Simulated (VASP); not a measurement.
## V: single point with RPBE

Crystal: V.

```
CELL_PARAMETERS angstrom
-1.51045 1.51045 1.51045
1.51045 -1.51045 1.51045
1.51045 1.51045 -1.51045
ATOMIC_POSITIONS crystal
V 0.00000 0.00000 0.00000
```

```yaml
Program: VASP 6.6.1
Task: single point
Functional: RPBE
Potentials_or_basis: VASP PAW PBE potentials, release 64 (V_sv)
Cutoff: 520 eV
k_mesh: 12 × 12 × 12
Occupations: fermi-dirac, width 0.05 eV
Spin: collinear spin, ferromagnetic start
Starting_moments: "[2.0] μB"
Dipole_correction: no
Further_INCAR_settings: ALGO = Normal; EDIFF = 1e-06; NBANDS = 16
```

```yaml
Pressure: 0.3 GPa
Net_moment: 0.00 μB per cell
Valence_electrons_inside_the_program's_atomic_spheres: V 11.60
```

Levels at points of the mesh, in eV from the Fermi level:
Spin up:
```tsv
k point	band 3	band 4	band 5	band 6	band 7	band 8	band 9	band 10
(0.00, 0.00, 0.00)	-37.15	-37.15	-6.54	0.42	0.42	0.42	2.38	2.38
(0.50, 0.00, 0.00)	-37.41	-37.15	-3.09	-1.07	1.54	2.37	2.72	3.99
(0.50, 0.50, 0.50)	-37.72	-37.72	-2.88	-2.88	3.61	3.61	3.61	10.00
```
Spin down:
```
           k point  band 4  band 5  band 6  band 7  band 8  band 9
(0.00, 0.00, 0.00)  -37.15   -6.54    0.42    0.42    0.42    2.38
(0.50, 0.00, 0.00)  -37.15   -3.09   -1.07    1.54    2.37    2.72
(0.50, 0.50, 0.50)  -37.72   -2.88   -2.88    3.62    3.62    3.62
```

Run time: 47 s on 1 thread of AMD EPYC 7R13, with other jobs on the host, peak memory 0.15 GiB.

Caveat: the moments typed at the start vanished in this run; the PAW data sets were made with another functional, which shifts forces and pressure a little.
